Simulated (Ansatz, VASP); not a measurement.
## One calculation of Si, two programs

File INCAR:

```
PREC = Accurate
ENCUT = 520
EDIFF = 1E-6
ISMEAR = -1
SIGMA = 0.08
LREAL = F
LASPH = T
NELM = 60
ALGO = Normal
ISIF = 2
LWAVE = F
LCHARG = F
NBANDS = 11
```

The input KPOINTS:

```
regular mesh
0
Gamma
  12 12 12
```

The input POSCAR:

```
Si
1.0
    0.0000000000      2.1437337924      2.1437337924
    2.1437337924      0.0000000000      2.1437337924
    2.1437337924      2.1437337924      0.0000000000
Si
2
Direct
   -0.1250000000     -0.1250000000     -0.1250000000
    0.1250000000      0.1250000000      0.1250000000
```

Input for Ansatz:

```yaml
crystal:
  lattice:
    - [0.0, 2.1437337924, 2.1437337924]
    - [2.1437337924, 0.0, 2.1437337924]
    - [2.1437337924, 2.1437337924, 0.0]
  atoms:
    - { symbol: Si, position: [-0.125, -0.125, -0.125] }
    - { symbol: Si, position: [0.125, 0.125, 0.125] }
kpoints:
  mp_grid: { grid: [12, 12, 12] }
scf:
  occupations: { method: fermi_dirac, width: 0.08 }
hamiltonian:
  xc: lda
  pseudopotentials: { kind: all_electron, lapw: { basis_error: 0.001 } }
output:
  forces: true
  stress: true
  eigenvalues: true
  populations: true
```

Change from the starting cell: volume scaled by 0.5, LAPW.

Alike in both runs: task single point; functional LDA; k mesh 12 × 12 × 12; occupations fermi-dirac, width 0.08 eV; no spin polarisation.

```csv
,VASP,Ansatz
version,VASP 6.6.1,Ansatz 0.2.0
potentials or method,"VASP PAW LDA potentials, release 64 (Si), cutoff 520 eV","all-electron LAPW, scalar-relativistic"
```

|  | VASP | Ansatz | Ansatz less VASP |
| --- | --- | --- | --- |
| pressure (GPa) | 251.9 | 250.2 | -1.68 |

LDA's correlation is that of Perdew and Zunger in VASP and of Perdew and Wang (1992) in Ansatz. Both programs put the cell under a high pressure, so it lies far from rest at this level. Ansatz ran all-electron here, and VASP with PAW potentials.

Noted on VASP's run: the cell as given lies far from equilibrium.
